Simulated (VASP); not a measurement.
A run of VASP 6.6.1 is set up as follows.

The input INCAR:

```
SYSTEM = Y
  PREC = Accurate
  ENCUT = 520
  EDIFF = 1E-6
  ISMEAR = -1
  SIGMA = 0.05
  LREAL = .FALSE.
  LASPH = .TRUE.
  NELM = 60
  ALGO = Fast
  ISIF = 2
  LWAVE = .FALSE.
  LCHARG = .TRUE.
  LELF = .TRUE.
  LVHAR = .TRUE.
  NBANDS = 18
```

The input KPOINTS:

```
regular mesh
0
G
  8 8 5
  0 0 0
```

POSCAR

```
Y
1.0
    3.5729423729      0.0000000000      0.0000000000
   -1.7864711865      3.0942588613      0.0000000000
    0.0000000000      0.0000000000      5.6136161546
Y
2
Direct
    0.6666666667      0.3333333333      0.7500000000
    0.3333333333      0.6666666667      0.2500000000
```

Potentials or basis: VASP PAW LDA potentials, release 64 (Y_sv).

Run with:

```bash
$ cat potpaw_LDA.64/Y_sv/POTCAR > POTCAR
$ mpirun -np 1 vasp_std > vasp.out
```

Question: Estimate the band gap on the k mesh.

Answer: Zero (bands 11 and 12 overlap by 1.52 eV).

Question: Estimate the pressure.

Answer: -1.7 GPa.

Stress tensor (GPa, compression positive):
```
-1.59  0.00  0.00
 0.00 -1.59  0.00
 0.00  0.00 -1.84
```
